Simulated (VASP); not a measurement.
RbBr: single point with PBE

RbBr:

```
Rb Br
1.0
     0.00000    3.50834    3.50834
     3.50834    0.00000    3.50834
     3.50834    3.50834    0.00000
Rb Br
1 1
Direct
  0.50000 0.50000 0.50000
  0.00000 0.00000 0.00000
```

| Item | Value |
| --- | --- |
| Program | VASP 6.6.1 |
| Task | single point |
| Functional | PBE |
| Potentials or basis | VASP PAW PBE potentials, release 64 (Rb_sv, Br) |
| Cutoff | 520 eV |
| k mesh | 8 × 8 × 8 |
| Occupations | gaussian, width 0.05 eV |
| Spin | no spin polarisation |
| Dipole correction | no |
| Further INCAR settings | ALGO = Normal; EDIFF = 1e-06; NBANDS = 15 |

| Item | Value |
| --- | --- |
| Pressure | 0.0 GPa |
| Band gap on the k mesh | 4.19 eV, direct |

Levels at points of the mesh, in eV from the valence-band top:
| k point | band 4 | band 5 | band 6 | band 7 | band 8 | band 9 | band 10 | band 11 | band 12 | band 13 |
| --- | --- | --- | --- | --- | --- | --- | --- | --- | --- | --- |
| (0.00, 0.00, 0.00) | -8.64 | -8.64 | 0.00 | 0.00 | 0.00 | 4.19 | 7.25 | 7.25 | 7.25 | 8.09 |
| (0.50, 0.00, 0.00) | -8.65 | -8.61 | -0.87 | -0.30 | -0.30 | 6.63 | 7.47 | 9.27 | 9.27 | 9.93 |
| (0.50, 0.50, 0.00) | -8.69 | -8.69 | -0.45 | -0.15 | -0.15 | 5.67 | 6.86 | 8.84 | 9.06 | 9.15 |

It took 42 s on 1 thread of AMD EPYC 7R43 64-Core Processor (Zen 3) (shared host), peak memory 0.21 GiB.

A k mesh can miss the band edges. A hybrid or GW would open this gap; PBE tends to underestimate it.
